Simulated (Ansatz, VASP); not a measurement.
## Si: VASP beside Ansatz

The input POSCAR:

```
Si
1.0
    2.5321100000      0.0000000000      0.0000000000
    0.0000000000      2.5321100000      0.0000000000
    0.0000000000      0.0000000000      2.5321100000
Si
1
Direct
    0.5000000000      0.5000000000      0.5000000000
```

File INCAR.step1:

```
SYSTEM = Si
PREC = Accurate ; ENCUT = 520
EDIFF = 1E-5 ; ISMEAR = -1
SIGMA = 0.05 ; LREAL = .FALSE.
LASPH = .TRUE. ; NELM = 60
ALGO = Normal ; ISIF = 2
LWAVE = .TRUE. ; LCHARG = .FALSE.
GGA = PE ; NBANDS = 8
```

Contents of INCAR.step2:

```
SYSTEM = Si
PREC = Accurate ; ENCUT = 520
EDIFF = 1E-6 ; ISMEAR = -1
SIGMA = 0.05 ; LREAL = .FALSE.
LASPH = .TRUE. ; NELM = 60
ALGO = Normal ; ISIF = 2
LWAVE = .FALSE. ; LCHARG = .FALSE.
GGA = PE ; LHFCALC = .TRUE.
AEXX = 0.25 ; HFSCREEN = 0.3
PRECFOCK = Normal ; ISTART = 1
NBANDS = 8
```

KPOINTS

```
Automatic mesh
0
G
  5 5 5
  0 0 0
```

File input:

```
crystal:
  lattice:
    - [2.53211, 0.0, 0.0]
    - [0.0, 2.53211, 0.0]
    - [0.0, 0.0, 2.53211]
  atoms:
    - { symbol: Si, position: [0.5, 0.5, 0.5] }
hamiltonian:
  xc: { exchange: pbe, correlation: pbe, exx: { coeff: 0.25, omega: 0.3 } }
  pseudopotentials: { kind: paw }
kpoints:
  mp_grid: { grid: [5, 5, 5] }
  band_path:
    path:
      - [[0.0, 0.0, 0.0], [0.0, 0.5, 0.0], [0.5, 0.5, 0.0], [0.0, 0.0, 0.0], [0.5, 0.5, 0.5], [0.0, 0.5, 0.0]]
      - [[0.5, 0.5, 0.0], [0.5, 0.5, 0.5]]
    npoints: 4
scf:
  occupations: { method: fermi_dirac, width: 0.05 }
  n_extra_bands: 6
output:
  forces: true
  stress: true
  eigenvalues: true
  fatbands: false
```

Alike in both runs: functional PBE-based screened hybrid; k mesh 5 × 5 × 5; occupations fermi-dirac, width 0.05 eV; no spin polarisation.

|  | VASP | Ansatz |
| --- | --- | --- |
| version | VASP 6.6.1 | Ansatz 0.2.0 |
| potentials or method | VASP PAW PBE potentials, release 64 (Si) | Ansatz PAW |
| plane-wave cutoff (eV) | 520 | 420 |
| valence electrons in the cell | 4 | 4 |
| task | single point | band structure |

```tsv
	VASP	Ansatz	Ansatz less VASP
gap on the k mesh at the Fermi level (eV)	none	none	-
pressure (GPa)	1.4	1.7	+0.27
```

VASP's potentials were made for PBE, not for PBE-based screened hybrid. A gap of «none» marks a metal or a gap that the smearing closes.

The k mesh is coarse, so the values compare programs but aren't converged.
